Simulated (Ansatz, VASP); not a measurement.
**MoS2 in VASP and in Ansatz**

Contents of INCAR:

```
ALGO = Normal ; EDIFF = 1E-8
ENCUT = 520 ; GGA = PS
ISIF = 2 ; ISMEAR = -1
LASPH = True ; LCHARG = False
LEFG = True ; LREAL = False
LWAVE = False ; NBANDS = 20
NELM = 60 ; PREC = Accurate
SIGMA = 0.05
```

Contents of KPOINTS:

```
k-points
0
Gamma
  13 13 13
```

Contents of POSCAR:

```
MoS2
1.0
    1.5762110184      0.9100258558      6.1028504825
   -1.5762110184      0.9100258558      6.1028504825
    0.0000000000     -1.8200517116      6.1028504825
Mo S
1 2
Direct
    0.0000000000      0.0000000000      0.0000000000
    0.7484000000      0.7484000000      0.7484000000
    0.5849000000      0.5849000000      0.5849000000
```

Input for Ansatz:

```yaml
crystal:
  lattice:
    - [1.5762110184, 0.9100258558, 6.1028504825]
    - [-1.5762110184, 0.9100258558, 6.1028504825]
    - [0.0, -1.8200517116, 6.1028504825]
  atoms:
    - { symbol: Mo, position: [0.0, 0.0, 0.0] }
    - { symbol: S, position: [0.7484, 0.7484, 0.7484] }
    - { symbol: S, position: [0.5849, 0.5849, 0.5849] }
kpoints:
  mp_grid: { grid: [13, 13, 13] }
scf:
  occupations: { method: fermi_dirac, width: 0.05 }
hamiltonian:
  xc: pbesol
  pseudopotentials: { kind: all_electron, datasets: crystal }
output:
  forces: true
  stress: true
  eigenvalues: true
  efg: { contact_densities: true }
```

Change from the starting cell: volume scaled by 0.99, crystal datasets.

Alike in both runs: task electric field gradients; functional PBEsol; k mesh 13 × 13 × 13; occupations fermi-dirac, width 0.05 eV; no spin polarisation.

|  | VASP | Ansatz |
| --- | --- | --- |
| version | VASP 6.6.1 | Ansatz 0.2.0 |
| potentials or method | VASP PAW PBE potentials, release 64 (Mo_sv, S), cutoff 520 eV | all-electron PAW with datasets made for the crystal, scalar-relativistic |

|  | VASP | Ansatz | Ansatz less VASP |
| --- | --- | --- | --- |
| pressure (GPa) | 5.9 | 6.0 | +0.05 |
| traceless stress, the component that is largest in VASP (GPa) | 5.25 | 5.27 | +0.016 |
| rms of the force components (eV/Å) | 0.566 | 0.567 | +0.0014 |
| size of Vzz on the site where it differs most (V/Å²) | 94.7 | 92.2 | -2.52 |

VASP's potentials were made for PBE, not for PBEsol. Atom by atom the forces differ by 0.001 eV/Å (rms over components). Ansatz ran all-electron here, and VASP with PAW potentials.
